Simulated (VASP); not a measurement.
# AlN (R3m) in VASP: notebook

AlN is run at these levels: PBE; tasks: G0W0 quasiparticle levels.

Program: VASP 6.6.1. These are calculated values, not measurements. Logs are shortened: lines on timing, memory, paths and dates and some standing lists are left out, and cuts for length are marked.

### 1 The cell of the first run

The structure is trigonal, space group R3m (No. 160). Conventional cell: a = 3.213 Å, b = 3.213 Å, c = 7.471 Å, α = 90.00°, β = 90.00°, γ = 120.00°. Al (site symmetry 3m) has 4 N at 1.90 to 1.95 Å within 2.5 Å. N (site symmetry 3m) has 4 Al at 1.90 to 1.95 Å within 2.5 Å.

### 2 G0W0 quasiparticle levels, PBE

POSCAR

```
AlN
1.0
   -0.0770983581      2.1951731109      2.1951731109
    2.1951731109     -0.0770983581      2.1951731109
    2.1951731109      2.1951731109     -0.0770983581
Al N
1 1
Direct
   -0.0019950247     -0.0019950247     -0.0019950247
    0.2519950247      0.2519950247      0.2519950247
```

INCAR.step1

```
ALGO     = Normal         # electronic algorithm
EDIFF    = 1E-8           # SCF threshold, eV
ENCUT    = 500            # plane-wave cutoff, eV
GGA      = PE             # functional
ISMEAR   = 0              # smearing method
LASPH    = True           # aspherical terms in the spheres
LCHARG   = False          # write CHGCAR
LREAL    = False          # projectors in reciprocal space
LWAVE    = True           # write WAVECAR
NELM     = 60             # most SCF steps
PREC     = Accurate       # precision mode
SIGMA    = 0.01           # smearing width, eV
```

INCAR.step2

```
ALGO     = Exact          # electronic algorithm
EDIFF    = 1E-8           # SCF threshold, eV
ENCUT    = 500            # plane-wave cutoff, eV
GGA      = PE             # functional
ISMEAR   = 0              # smearing method
ISTART   = 1            
LASPH    = True           # aspherical terms in the spheres
LCHARG   = False          # write CHGCAR
LOPTICS  = True           # frequency-dependent dielectric function
LREAL    = False          # projectors in reciprocal space
LWAVE    = True           # write WAVECAR
NBANDS   = 96             # bands
NELM     = 1              # most SCF steps
PREC     = Accurate       # precision mode
SIGMA    = 0.01           # smearing width, eV
```

INCAR.step3

```
ALGO     = EVGW0          # electronic algorithm
EDIFF    = 1E-8           # SCF threshold, eV
ENCUT    = 500            # plane-wave cutoff, eV
ENCUTGW  = 150.0          # cutoff of the response function
GGA      = PE             # functional
ISMEAR   = 0              # smearing method
ISTART   = 1            
LASPH    = True           # aspherical terms in the spheres
LCHARG   = False          # write CHGCAR
LREAL    = False          # projectors in reciprocal space
LWAVE    = False          # write WAVECAR
NBANDS   = 96             # bands
NBANDSGW = 12           
NELMGW   = 1            
NOMEGA   = 96             # frequency points
OMEGAMAX = 30           
PREC     = Accurate       # precision mode
PRECFOCK = Fast         
SIGMA    = 0.01           # smearing width, eV
```

KPOINTS

```
k-points
0
Gamma
  6 6 6
```

Potentials or basis: VASP PAW PBE potentials, release 64 (Al_GW, N_GW).

Launch:

```console
$ cat potpaw_PBE.64/Al_GW/POTCAR potpaw_PBE.64/N_GW/POTCAR > POTCAR
$ cp INCAR.step1 INCAR
$ mpirun -np 1 vasp_std > vasp.out
$ cp INCAR.step2 INCAR
$ mpirun -np 1 vasp_std > vasp.out
$ cp INCAR.step3 INCAR
$ mpirun -np 1 vasp_std > vasp.out
```

OUTCAR:

```text
EDIFF = 1E-8
   ENCUT = 500
   ENCUTGW = 150.0
   GGA = PE
   ISMEAR = 0
   ISTART = 1
   LASPH = True
   LREAL = False
   NELMGW = 1
   PREC = Accurate
   PRECFOCK = Fast

 ion  position               nearest neighbor table
   1  0.998  0.998  0.998-   2 1.90   2 1.95   2 1.95   2 1.95
   2  0.252  0.252  0.252-   1 1.90   1 1.95   1 1.95   1 1.95

  LATTYP: Found a trigonal (rhomboedric) cell.
 ALAT       =     3.1054008003
 COS(alpha) =     0.4645916873

  Lattice vectors:

 A1 = (  -0.0770983581,   2.1951731109,   2.1951731109)
 A2 = (   2.1951731109,  -0.0770983581,   2.1951731109)
 A3 = (   2.1951731109,   2.1951731109,  -0.0770983581)

Analysis of symmetry for initial positions (statically):
=====================================================================
 Subroutine PRICEL returns:
 Original cell was already a primitive cell.

 Routine SETGRP: Setting up the symmetry group for a
 trigonal (rhombohedral) supercell.

 Subroutine GETGRP returns: Found  6 space group operations
 (whereof  6 operations were pure point group operations)
 out of a pool of 12 trial point group operations.

The static configuration has the point symmetry C_3v.

Analysis of symmetry for dynamics (positions and initial velocities):
=====================================================================
 Subroutine PRICEL returns:
 Original cell was already a primitive cell.

 Routine SETGRP: Setting up the symmetry group for a
 trigonal (rhombohedral) supercell.

 Subroutine GETGRP returns: Found  6 space group operations
 (whereof  6 operations were pure point group operations)
 out of a pool of 12 trial point group operations.

The dynamic configuration has the point symmetry C_3v.

 Subroutine INISYM returns: Found  6 space group operations
 (whereof  6 operations are pure point group operations),
 and found     1 'primitive' translations

----------------------------------------------------------------------------------------

                                     Primitive cell

[... 90 lines left out ...]
   EDIFF  = 0.1E-07   stopping-criterion for ELM
   LREAL  =      F    real-space projection
   EDIFFG = 0.1E-06   stopping-criterion for IOM
   NSW    =      0    number of steps for IOM
   IBRION =     -1    ionic relax: 0-MD 1-quasi-New 2-CG
   NFREE  =      0    steps in history (QN), initial steepest desc. (CG)
   ISIF   =      0    stress and relaxation
   ISYM   =      3    0-nonsym 1-usesym 2-fastsym
   POTIM  = 0.5000    time-step for ionic-motion
   TEBEG  =    0.0;   TEEND  =   0.0 temperature during run
   PSTRESS=    0.0 pullay stress
   NELECT =       8.0000    total number of electrons
   NUPDOWN=      -1.0000    fix difference up-down
   EMIN   =  10.00;   EMAX   =-10.00  energy-range for DOS
   EFERMI =   0.00;   METHOD = LEGACY
   ISMEAR =     0;   SIGMA  =   0.01  broadening in eV -4-tet -1-fermi 0-gaus
   EFERMI_NEDOS =   21; number of points for ismear=-14 and -15
   IALGO  =     38    algorithm
   IMIX   =      4    mixing-type and parameters
     AMIX     =   0.40;   BMIX     =  1.00
     AMIX_MAG =   1.60;   BMIX_MAG =  1.00
  volume/ion in A,a.u.               =      11.14        75.14
  Fermi-wavevector in a.u.,A,eV,Ry     =   1.163759  2.199186 18.426860  1.354336
  Thomas-Fermi vector in A             =   2.300305
   LORBIT       =      0    0 simple, 1 ext, 2 COOP (PROOUT), +10 PAW based schemes
   GGA     = PE    functional components
   LHFCALC =     T    Hartree Fock is set to
   PRECFOCK=fast      Normal, Fast or Accurate (Low or Medium for compatibility)
   ENCUT4O =  -1.0   cutoff for four orbital integrals eV
   NKREDX  =     1    reduce k-point grid by
   NKREDY  =     1    reduce k-point grid by
   NKREDZ  =     1    reduce k-point grid by
   AEXX    =    1.0000 exact exchange contribution
   HFSCREEN=    0.0000 screening length (either q_TF or 0.3 A-1)
   HFSCREENC=   0.0000 screening length for correlation (either q_TF or 0.3 A-1)
   ENCUTFOCK=  -1.0 apply spherical cutoff to Coloumb kernel
   IVDW    =     0    specifies the selected vdW correction
   LEPSILON=     F    determine dielectric tensor
   LRPA    =     F    only Hartree local field effects (RPA)
   LRPAFORCE           =     F    calculate RPA forces
   ENCUTGW             = 150.0    cutoff for response function in eV
   ENCUTGWSOFT         = 120.0    soft cutoff for Coulomb kernel in GW response function in eV
   ENCUTLF             =  -1.0    cutoff for local field effects
   NELMGW              =     1    number of iterations in solving QP/BSE equation
   NELMHF              =     1    number of iterations in the inner HF iteration
   NKREDLFX            =     1    NKREDLFY  =   1   NKREDLFZ  =   1
 non-spin polarized calculation
 Gauss-broadening in eV      SIGMA  =   0.01
  energy-cutoff  :      500.00
  volume of cell :       22.27
 maximum number of plane-waves:       578
 NGX is ok and might be reduce to    24
  NGX = 14; NGY = 14; NGZ = 14
   NGX = 11   NGY = 11   NGZ = 11
 maximum number of plane-waves:        99
 NGX is ok and might be reduce to    14

 QP shifts <psi_nk| G(iteration)W_0 |psi_nk>: iteration 1
 for sc-GW calculations column KS-energies equals QP-energies in previous step
 and V_xc(KS)=  KS-energies - (<T + V_ion + V_H > + <T+V_H+V_ion>^1  + <V_x>^1)

 k-point   1 :       0.0000    0.0000    0.0000
  band No.  KS-energies  QP-energies   sigma(KS)   V_xc(KS)     V^pw_x(r,r')   Z            occupation Imag(sigma)

      1     -10.2034     -11.5844     -16.6851     -14.7411     -24.5914       0.7104       2.0000       1.2354
      2       4.2963       3.4821     -17.5475     -16.4877     -20.3566       0.7684       2.0000       0.0629
      3       4.2963       3.4821     -17.5475     -16.4877     -20.3566       0.7684       2.0000       0.0629
      4       4.6474       3.8569     -17.8031     -16.7727     -20.7312       0.7672       2.0000       0.0638
      5       7.9557       8.6330     -11.3939     -12.2358      -7.8088       0.8044       0.0000      -0.0724
      6      15.8994      16.7799      -8.9141     -10.0203      -3.9726       0.7960       0.0000      -0.1249
      7      15.8994      16.7799      -8.9141     -10.0203      -3.9726       0.7960       0.0000      -0.1249
      8      17.2456      18.1563      -9.0056     -10.1597      -3.8396       0.7891       0.0000      -0.1611
      9      21.5252      22.4068      -9.0675     -10.1853      -3.5160       0.7887       0.0000      -0.3248
     10      21.5252      22.4068      -9.0675     -10.1853      -3.5160       0.7887       0.0000      -0.3248
     11      22.7461      23.2254      -8.9398      -9.5619      -2.6308       0.7704       0.0000      -0.6794
     12      22.7461      23.2254      -8.9398      -9.5619      -2.6308       0.7704       0.0000      -0.6794
[... 356 lines left out ...]
      1      -7.7301      -8.9882     -18.5033     -16.7424     -26.0489       0.7145       2.0000       0.9118
      2       0.2522      -0.8885     -15.0045     -13.4433     -18.7367       0.7306       2.0000       0.1496
      3       1.7001       0.6048     -15.5787     -14.1225     -18.8552       0.7521       2.0000       0.1020
      4       2.1004       1.0380     -15.4359     -14.0312     -18.5661       0.7563       2.0000       0.0938
      5       9.4804      10.0773     -10.1012     -10.8458      -6.2054       0.8017       0.0000      -0.0831
      6      14.2488      15.1457     -10.0215     -11.1466      -5.3876       0.7972       0.0000      -0.1074
      7      16.3514      17.3625     -11.0826     -12.4049      -5.5747       0.7646       0.0000      -0.2152
      8      16.9427      17.9411     -11.0775     -12.3830      -5.4579       0.7647       0.0000      -0.2371
      9      20.1152      21.0122     -10.2931     -11.4970      -3.9346       0.7451       0.0000      -0.4064
     10      23.8922      24.6516      -9.2105     -10.1933      -2.9287       0.7727       0.0000      -0.5713
     11      27.3021      28.5012     -10.6596     -12.1920      -3.9643       0.7825       0.0000      -0.9329
     12      29.0095      30.2242     -10.5302     -12.0774      -3.8895       0.7851       0.0000      -1.0037

 [... further k-points ...]
```

OUTCAR.step2:

```text
EDIFF = 1E-8
   ENCUT = 500
   GGA = PE
   ISMEAR = 0
[... 1014 lines left out ...]
  --------------------------------------------------------------------------------------------------------------
     0.00000     5.03044     5.03044     5.03044    -0.06570    -0.06570    -0.06570
     1.85429     5.32985     5.32985     5.32985    -0.06304    -0.06304    -0.06304
     3.70859     6.01595     6.01595     6.01595    -0.23172    -0.23172    -0.23172
     5.56288     8.58014     8.58014     8.58014     0.67065     0.67065     0.67065
     7.41718     2.44741     2.44741     2.44741     0.17514     0.17514     0.17514
     9.27147     0.28045     0.28045     0.28045     0.36478     0.36478     0.36478
[... 92 lines left out ...]
   181.72089     0.98463     0.98463     0.98463     0.00000     0.00000     0.00000
   183.57518     0.98496     0.98496     0.98496     0.00000     0.00000     0.00000
```

Wall time 9.7 min (1 thread of Intel Xeon Platinum 8259CL at 2.50GHz (Skylake/Cascade Lake), shared host); peak memory 0.49 GiB.

Results:

| Quantity | Value |
| --- | --- |
| Quasiparticle gap | 4.21 eV |
| Least direct quasiparticle gap | 4.78 eV |
| Band gap of the starting levels on the mesh | 3.00 eV |
| Least direct gap of the starting levels on the mesh | 3.31 eV |

Caveat: the k points lie up to 0.40 Å⁻¹ apart; bands, screening cutoff and mesh are small and nothing is extrapolated, so the quasiparticle values aren't converged; the structure was generated, so it needn't be the stable form of AlN.

(Part 1 of 3 ends here.)
